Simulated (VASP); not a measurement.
# C (P6_3/mmc) in VASP: a series of runs

C is run at these levels: PBE, LDA, r2SCAN; tasks: single point.

Program: VASP 6.6.1. These are calculated values, not measurements. Logs are shortened: lines on timing, memory, paths and dates and some standing lists are left out, and cuts for length are marked.

### Step 1. The cell of the first run

Symmetry: P6_3/mmc, No. 194, hexagonal system. Conventional cell: a = 2.503 Å, b = 2.503 Å, c = 4.169 Å, α = 90.00°, β = 90.00°, γ = 120.00°. C (site symmetry 3m) has 4 C at 1.54 to 1.56 Å within 2.0 Å.

### Step 2. Single point, PBE

The input, INCAR:

```
SYSTEM = C
PREC = Accurate
ENCUT = 520
EDIFF = 1E-6
ISMEAR = 0
SIGMA = 0.01
LREAL = .FALSE.
LASPH = .TRUE.
NELM = 100
ALGO = Normal
ISIF = 2
LWAVE = .FALSE.
LCHARG = .TRUE.
GGA = PE
LELF = .TRUE.
LVHAR = .TRUE.
NBANDS = 16
```

The input, KPOINTS:

```
Automatic mesh
0
G
  6 6 4
  0 0 0
```

The input, POSCAR:

```
C
1.0
    2.5031953733      0.0000000000      0.0000000000
   -1.2515976866      2.1678307839      0.0000000000
    0.0000000000      0.0000000000      4.1688692751
C
4
Direct
    0.3333333333      0.6666666667      0.0002313174
    0.6666666667      0.3333333333      0.5002313174
    0.3333333333      0.6666666667      0.3747686826
    0.6666666667      0.3333333333      0.8747686826
```

Potentials or basis: VASP PAW PBE potentials, release 64 (C).

On the command line:

```console
$ cat potpaw_PBE.64/C/POTCAR > POTCAR
$ mpirun -np 1 vasp_std > vasp.out
```

OUTCAR:

```text
SYSTEM = C
   PREC = Accurate
   ENCUT = 520
   EDIFF = 1E-6
   ISMEAR = 0
   LREAL = .FALSE.
   LASPH = .TRUE.
   NELM = 100
   ISIF = 2
   GGA = PE

 ion  position               nearest neighbor table
   1  0.333  0.667  0.000-   4 1.54   4 1.54   4 1.54   3 1.56
   2  0.667  0.333  0.500-   3 1.54   3 1.54   3 1.54   4 1.56
   3  0.333  0.667  0.375-   2 1.54   2 1.54   2 1.54   1 1.56
   4  0.667  0.333  0.875-   1 1.54   1 1.54   1 1.54   2 1.56

  LATTYP: Found a hexagonal cell.
 ALAT       =     2.5031953733
 C/A-ratio  =     1.6654190558

  Lattice vectors:

 A1 = (   2.5031953733,   0.0000000000,   0.0000000000)
 A2 = (  -1.2515976866,   2.1678307839,   0.0000000000)
 A3 = (   0.0000000000,   0.0000000000,   4.1688692751)

Analysis of symmetry for initial positions (statically):
=====================================================================
 Subroutine PRICEL returns:
 Original cell was already a primitive cell.

 Routine SETGRP: Setting up the symmetry group for a
 hexagonal supercell.

 Subroutine GETGRP returns: Found 24 space group operations
 (whereof  6 operations were pure point group operations)
 out of a pool of 24 trial point group operations.

The static configuration has the point symmetry C_3v.
 The point group associated with its full space group is D_6h.

Analysis of symmetry for dynamics (positions and initial velocities):
=====================================================================
 Subroutine PRICEL returns:
 Original cell was already a primitive cell.

 Routine SETGRP: Setting up the symmetry group for a
 hexagonal supercell.

 Subroutine GETGRP returns: Found 24 space group operations
 (whereof  6 operations were pure point group operations)
 out of a pool of 24 trial point group operations.

The dynamic configuration has the point symmetry C_3v.
 The point group associated with its full space group is D_6h.

 Subroutine INISYM returns: Found 24 space group operations
 (whereof  6 operations are pure point group operations),
 and found     1 'primitive' translations

----------------------------------------------------------------------------------------

                                     Primitive cell

  volume of cell :      22.6224

  direct lattice vectors                    reciprocal lattice vectors
     2.503195373  0.000000000  0.000000000     0.399489393  0.230645309  0.000000000
    -1.251597687  2.167830784  0.000000000     0.000000000  0.461290617  0.000000000
     0.000000000  0.000000000  4.168869275     0.000000000  0.000000000  0.239873197

  length of vectors
     2.503195373  2.503195373  4.168869275     0.461290617  0.461290617  0.239873197

  position of ions in fractional coordinates (direct lattice)
     0.333333333  0.666666667  0.000231317
     0.666666667  0.333333333  0.500231317
     0.333333333  0.666666667  0.374768683
     0.666666667  0.333333333  0.874768683

  ion indices of the primitive-cell ions
   primitive index   ion index
                 1           1
                 2           2
                 3           3
                 4           4

----------------------------------------------------------------------------------------

 KPOINTS: Automatic mesh

Automatic generation of k-mesh.
 Grid dimensions read from file:
 generate k-points for:    6    6    4

 Generating k-lattice:

  Cartesian coordinates                     Fractional coordinates (reciprocal lattice)
     0.066581565  0.038440885  0.000000000     0.166666667  0.000000000  0.000000000
     0.000000000  0.076881770  0.000000000     0.000000000  0.166666667  0.000000000
     0.000000000  0.000000000  0.059968299     0.000000000  0.000000000  0.250000000

  Length of vectors
     0.076881770  0.076881770  0.059968299

  Shift w.r.t. Gamma in fractional coordinates (k-lattice)
     0.000000000  0.000000000  0.000000000

 Subroutine IBZKPT returns following result:
 ===========================================

 Found     21 irreducible k-points:

 Following reciprocal coordinates:
            Coordinates               Weight
  0.000000  0.000000  0.000000      1.000000
  0.166667 -0.000000  0.000000      6.000000
  0.333333  0.000000  0.000000      6.000000
  0.500000 -0.000000  0.000000      3.000000
  0.166667  0.166667  0.000000      6.000000
  0.333333  0.166667  0.000000     12.000000
[... 13 lines left out ...]
  0.333333  0.166667  0.500000     12.000000
  0.333333  0.333333  0.500000      2.000000
   k-points           NKPTS =     21   k-points in BZ     NKDIM =     21   number of bands    NBANDS=     16
   number of dos      NEDOS =    301   number of ions     NIONS =      4
   total plane-waves  NPLWV =  12800
   dimension x,y,z NGX =    20 NGY =   20 NGZ =   32
   dimension x,y,z NGXF=    40 NGYF=   40 NGZF=   64
   ions per type =               4
   NGX,Y,Z   is equivalent  to a cutoff of  13.28, 13.28, 12.76 a.u.
   NGXF,Y,Z  is equivalent  to a cutoff of  26.57, 26.57, 25.52 a.u.
 SYSTEM =  C
   PREC   = accura    normal or accurate (medium, high low for compatibility)
   ISTART =      0    job   : 0-new  1-cont  2-samecut
   ICHARG =      2    charge: 1-file 2-atom 10-const
   ISPIN  =      1    spin polarized calculation?
   LNONCOLLINEAR =      F non collinear calculations
   LSORBIT =      F    spin-orbit coupling
   LASPH  =      T    aspherical Exc in radial PAW
   ENCUT  =  520.0 eV  38.22 Ry    6.18 a.u.   4.65  4.65  7.75*2*pi/ulx,y,z
   NELM   =    100;   NELMIN=  2; NELMDL= -5     # of ELM steps
   EDIFF  = 0.1E-05   stopping-criterion for ELM
   LREAL  =      F    real-space projection
   EDIFFG = 0.1E-04   stopping-criterion for IOM
   NSW    =      0    number of steps for IOM
   IBRION =     -1    ionic relax: 0-MD 1-quasi-New 2-CG
   NFREE  =      0    steps in history (QN), initial steepest desc. (CG)
   ISIF   =      2    stress and relaxation
   ISYM   =      2    0-nonsym 1-usesym 2-fastsym
   POTIM  = 0.5000    time-step for ionic-motion
   TEBEG  =    0.0;   TEEND  =   0.0 temperature during run
   PSTRESS=    0.0 pullay stress
   NELECT =      16.0000    total number of electrons
   NUPDOWN=      -1.0000    fix difference up-down
   EMIN   =  10.00;   EMAX   =-10.00  energy-range for DOS
   EFERMI =   0.00;   METHOD = LEGACY
   ISMEAR =     0;   SIGMA  =   0.01  broadening in eV -4-tet -1-fermi 0-gaus
   EFERMI_NEDOS =   21; number of points for ismear=-14 and -15
   IALGO  =     38    algorithm
   IMIX   =      4    mixing-type and parameters
     AMIX     =   0.40;   BMIX     =  1.00
     AMIX_MAG =   1.60;   BMIX_MAG =  1.00
  volume/ion in A,a.u.               =       5.66        38.17
  Fermi-wavevector in a.u.,A,eV,Ry     =   1.458597  2.756349 28.946471  2.127506
  Thomas-Fermi vector in A             =   2.575263
   LORBIT       =      0    0 simple, 1 ext, 2 COOP (PROOUT), +10 PAW based schemes
   GGA     = PE    functional components
   LHFCALC =     F    Hartree Fock is set to
   AEXX    =    0.0000 exact exchange contribution
   IVDW    =     0    specifies the selected vdW correction
   LEPSILON=     F    determine dielectric tensor
   LRPA    =     F    only Hartree local field effects (RPA)
 non-spin polarized calculation
 Gauss-broadening in eV      SIGMA  =   0.01
  energy-cutoff  :      520.00
  volume of cell :       22.62
 maximum number of plane-waves:       620
 NGX is ok and might be reduce to    20
   NGX =  9   NGY =  9   NGZ = 15

 number of electron      16.0000000 magnetization

 Free energy of the ion-electron system (eV)
  ---------------------------------------------------
  ext. energy  EPLUGINS =         0.00000000
  ---------------------------------------------------
  free energy    TOTEN  =       -36.25776410 eV

  energy without entropy =      -36.25776410  energy(sigma->0) =      -36.25776410

 E-fermi :  10.1156     XC(G=0): -13.2592

 val. band max:       10.0611167771   @ k =   0.0000   0.0000   0.0000
 cond. band min:      13.3703955614   @ k =   0.3333   0.3333   0.0000
 fundamental gap:      3.3092787843
 Fermi energy:        10.1156357546

 k-point     1 :       0.0000    0.0000    0.0000
  band No.  band energies     occupation
      1     -11.7657      2.00000
      2      -6.1837      2.00000
      3      -3.6555      2.00000
      4       6.9770      2.00000
      5       6.9770      2.00000
      6       9.5835      2.00000
[... 8 lines left out ...]
     15      24.2192      0.00000
     16      27.7901      0.00000

 k-point     2 :       0.1667   -0.0000    0.0000
  band No.  band energies     occupation
      1     -11.0753      2.00000
      2      -5.5614      2.00000
      3      -3.0217      2.00000
      4       4.1041      2.00000
      5       5.8095      2.00000
      6       7.6159      2.00000
[... 8 lines left out ...]
     15      25.0536      0.00000
     16      25.2981      0.00000

 k-point     3 :       0.3333    0.0000    0.0000
  band No.  band energies     occupation
      1      -9.0470      2.00000
      2      -3.7260      2.00000
      3      -1.7767      2.00000
      4      -0.2148      2.00000
      5       3.3768      2.00000
      6       4.2080      2.00000
[... 8 lines left out ...]
     15      25.0138      0.00000
     16      26.4684      0.00000

 k-point     4 :       0.5000   -0.0000    0.0000
  band No.  band energies     occupation
      1      -6.4942      2.00000
      2      -4.6813      2.00000
      3      -1.3080      2.00000
      4       0.0231      2.00000
      5       0.7849      2.00000
      6       3.5869      2.00000
[... 8 lines left out ...]
     15      26.6597      0.00000
     16      28.5934      0.00000

 k-point     5 :       0.1667    0.1667    0.0000
  band No.  band energies     occupation
      1      -9.7133      2.00000
      2      -4.3314      2.00000
      3      -1.9051      2.00000
      4       1.3969      2.00000
      5       3.2144      2.00000
      6       5.1223      2.00000
[... 8 lines left out ...]
     15      24.7839      0.00000
     16      25.5120      0.00000

 k-point     6 :       0.3333    0.1667    0.0000
  band No.  band energies     occupation
      1      -7.1326      2.00000
      2      -3.0757      2.00000
      3      -1.9794      2.00000
      4       0.5454      2.00000
      5       1.6396      2.00000
      6       1.6419      2.00000
[... 8 lines left out ...]
     15      25.8522      0.00000
     16      26.5081      0.00000
[... 210 lines left out ...]
 k-point    18 :       0.5000   -0.0000    0.5000
  band No.  band energies     occupation
      1      -4.9891      2.00000
      2      -4.9891      2.00000
      3      -2.9582      2.00000
      4      -2.9582      2.00000
      5       4.9512      2.00000
      6       4.9512      2.00000
[... 8 lines left out ...]
     15      26.0312      0.00000
     16      26.0312      0.00000

 k-point    19 :       0.1667    0.1667    0.5000
  band No.  band energies     occupation
      1      -8.0736      2.00000
      2      -8.0736      2.00000
      3       2.2535      2.00000
      4       2.2535      2.00000
      5       4.3070      2.00000
      6       4.3070      2.00000
[... 8 lines left out ...]
     15      24.0127      0.00000
     16      24.0127      0.00000

 k-point    20 :       0.3333    0.1667    0.5000
  band No.  band energies     occupation
      1      -5.5645      2.00000
      2      -5.5645      2.00000
      3      -1.3883      2.00000
      4      -1.3883      2.00000
      5       2.8656      2.00000
      6       2.8656      2.00000
[... 8 lines left out ...]
     15      25.1988      0.00000
     16      25.1988      0.00000

 k-point    21 :       0.3333    0.3333    0.5000
  band No.  band energies     occupation
      1      -3.5474      2.00000
      2      -3.5474      2.00000
      3      -2.4567      2.00000
      4      -2.4567      2.00000
      5       0.5111      2.00000
      6       0.5111      2.00000
[... 8 lines left out ...]
     15      25.4637      0.00000
     16      25.4637      0.00000

------------------------ aborting loop because EDIFF is reached ----------------------------------------

  FORCE on cell =-STRESS in cart. coord.  units (eV):
  Direction    XX          YY          ZZ          XY          YZ          ZX
  --------------------------------------------------------------------------------------
  -------------------------------------------------------------------------------------
  Total        0.7433708      0.7433708      0.5873190      0.0000000      0.0000000      0.0000000
  in kB       52.6474897     52.6474897     41.5954880      0.0000000      0.0000000      0.0000000
  external PRESSURE =      48.9634891 kB  Pullay stress =       0.0000000 kB

 VOLUME and BASIS-vectors are now :
 -----------------------------------------------------------------------------
  energy-cutoff  :      520.00
  volume of cell :       22.62
      direct lattice vectors                 reciprocal lattice vectors
     2.503195373  0.000000000  0.000000000     0.399489393  0.230645309  0.000000000
    -1.251597687  2.167830784  0.000000000     0.000000000  0.461290617  0.000000000
     0.000000000  0.000000000  4.168869275     0.000000000  0.000000000  0.239873197

 POSITION                                       TOTAL-FORCE (eV/Angst)
 -----------------------------------------------------------------------------------
     -0.00000      1.44522      0.00096         0.000000     -0.000000      0.006311
      1.25160      0.72261      2.08540        -0.000000      0.000000      0.006311
     -0.00000      1.44522      1.56236         0.000000     -0.000000     -0.006311
      1.25160      0.72261      3.64680        -0.000000     -0.000000     -0.006311
 -----------------------------------------------------------------------------------
    total drift:                               -0.000000      0.000000      0.000000

  FREE ENERGIE OF THE ION-ELECTRON SYSTEM (eV)
  ---------------------------------------------------
  free  energy   TOTEN  =       -36.2577640954 eV

  energy  without entropy=      -36.2577640954  energy(sigma->0) =      -36.25776410
```

Wall time 12 s (1 thread of Intel Xeon 8259CL, shared host); peak memory 0.13 GiB.

Results:

```
Free energy            : -36.2578 eV
Pressure               : 4.9 GPa
Largest force          : 0.006 eV/Å
Band gap on the k mesh : 3.31 eV, indirect (least direct gap 4.99 eV)
```

Forces on the atoms (eV/Å):
```
C    0.000  0.000  0.006
C    0.000  0.000  0.006
C    0.000  0.000 -0.006
C    0.000  0.000 -0.006
```

Levels at points of the mesh, in eV from the valence-band top:
| k point | band 6 | band 7 | band 8 | band 9 | band 10 | band 11 |
| --- | --- | --- | --- | --- | --- | --- |
| (0.00, 0.00, 0.00) | -0.48 | 0.00 | 0.00 | 4.99 | 4.99 | 5.34 |
| (0.50, 0.00, 0.00) | -6.47 | -5.96 | -3.15 | 4.51 | 8.10 | 8.32 |
| (0.00, 0.00, 0.50) | -1.85 | -1.85 | -1.85 | 7.27 | 7.27 | 7.27 |
| (0.50, 0.00, 0.50) | -5.11 | -4.83 | -4.83 | 5.91 | 5.91 | 6.52 |

Caveat: the k points lie up to 0.48 Å⁻¹ apart.

(Continued in part 2 of 3.)
